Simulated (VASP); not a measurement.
## Nb: single point with PBE

The system is Nb.

```
Nb
1.0
     2.85731    0.00000    0.00000
    -1.42865    2.47450    0.00000
     0.00000    0.00000    5.30535
Nb
2
Direct
  0.33333 0.66667 0.25000
  0.66667 0.33333 0.75000
```

```yaml
Program: VASP 6.6.1
Task: single point
Functional: PBE
Potentials_or_basis: VASP PAW PBE potentials, release 64 (Nb_sv)
Cutoff: 520 eV
k_mesh: 16 × 16 × 9
Occupations: fermi-dirac, width 0.05 eV
Spin: no spin polarisation
Dipole_correction: no
Further_INCAR_settings: ALGO = Normal; EDIFF = 1e-07; NBANDS = 20
```

```yaml
Pressure: -0.9 GPa
Band_gap_on_the_k_mesh: zero (band 13 reaches 12.65 eV, above the bottom of band 14 at 10.26 eV)
```

Stress tensor (GPa, compression positive):
```
-0.02  0.00  0.00
 0.00 -0.02  0.00
 0.00  0.00 -2.57
```

Levels at points of the mesh, in eV from the Fermi level:
```csv
k point,band 9,band 10,band 11,band 12,band 13,band 14,band 15,band 16,band 17,band 18
"(0.00, 0.00, 0.00)",-6.20,-3.89,-1.10,0.29,0.34,0.34,0.75,0.75,2.67,2.67
"(0.50, 0.00, 0.00)",-3.61,-3.31,-3.23,-0.62,0.32,0.32,0.84,4.34,5.54,5.73
```

Run time: 37 s on 1 thread of Intel(R) Xeon(R) 6975P-C (Granite Rapids) (shared host), peak memory 0.21 GiB.
